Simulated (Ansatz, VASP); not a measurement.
**Two plane-wave programs on TiH6**

Contents of INCAR:

```
PREC = Accurate ; ENCUT = 500
EDIFF = 1E-7 ; ISMEAR = 0
SIGMA = 0.1 ; LREAL = F
LASPH = T ; NELM = 120
ALGO = Normal ; ISIF = 3
LWAVE = F ; LCHARG = F
GGA = PE ; IBRION = 2
NSW = 90 ; EDIFFG = -0.04
GGA_COMPAT = F ; NELMIN = 4
```

The input KPOINTS:

```
Automatic mesh
0
Gamma
  6 6 6
```

The input POSCAR:

```
TiH6
1.0
    0.0000000000      2.9275405400      2.9275405400
    2.9275405400      0.0000000000      2.9275405400
    2.9275405400      2.9275405400      0.0000000000
Ti H
1 6
Direct
    0.5000000000      0.5000000000      0.5000000000
    0.5000000000      0.0000000000      0.0000000000
    0.0000000000      0.5000000000      0.5000000000
    0.0000000000      0.5000000000      0.0000000000
    0.5000000000      0.0000000000      0.5000000000
    0.0000000000      0.0000000000      0.5000000000
    0.5000000000      0.5000000000      0.0000000000
```

Input for Ansatz:

```yaml
crystal:
  lattice:
    - [0.0, 2.92754054, 2.92754054]
    - [2.92754054, 0.0, 2.92754054]
    - [2.92754054, 2.92754054, 0.0]
  atoms:
    - { symbol: Ti, position: [0.5, 0.5, 0.5] }
    - { symbol: H, position: [0.5, 0.0, 0.0] }
    - { symbol: H, position: [0.0, 0.5, 0.5] }
    - { symbol: H, position: [0.0, 0.5, 0.0] }
    - { symbol: H, position: [0.5, 0.0, 0.5] }
    - { symbol: H, position: [0.0, 0.0, 0.5] }
    - { symbol: H, position: [0.5, 0.5, 0.0] }
basis:
  ecutwfc: 420
kpoints:
  mp_grid: { grid: [6, 6, 6] }
hamiltonian:
  xc: pbe
scf:
  occupations: { method: gaussian, width: 0.1 }
  lower_state_search: "off"
output:
  forces: true
  stress: true
  eigenvalues: true
relax:
  adjacent_minimum: "off"
  f_tol: 0.04
  max_steps: 70
  cell: { stress_tol: 0.4 }
```

Alike in both runs: task relaxation of cell and atoms; functional PBE; k mesh 6 × 6 × 6; occupations gaussian, width 0.1 eV; no spin polarisation.

|  | VASP | Ansatz |
| --- | --- | --- |
| version | VASP 6.6.1 | Ansatz 0.2.0 |
| potentials or method | VASP PAW PBE potentials, release 64 (Ti_sv, H), cutoff 500 eV | scalar-relativistic, plane waves, PAW |
| valence electrons in the cell | 18 | 18 |

VASP gave:

- gap on the k mesh at the Fermi level, each at its own relaxed structure (eV): none
- relaxed volume (Å³/atom): 5.48
- relaxed cell length with the largest relative difference (Å): 3.786

Task: Estimate Ansatz's values.

Result: gap on the k mesh at the Fermi level, each at its own relaxed structure (eV): none; relaxed volume (Å³/atom): 5.52; relaxed cell length with the largest relative difference (Å): 3.795.

A gap of «none» marks a metal or a gap that the smearing closes.

Noted on VASP's run: the volume moved by over 15 % at a fixed basis, so the end points are rough.
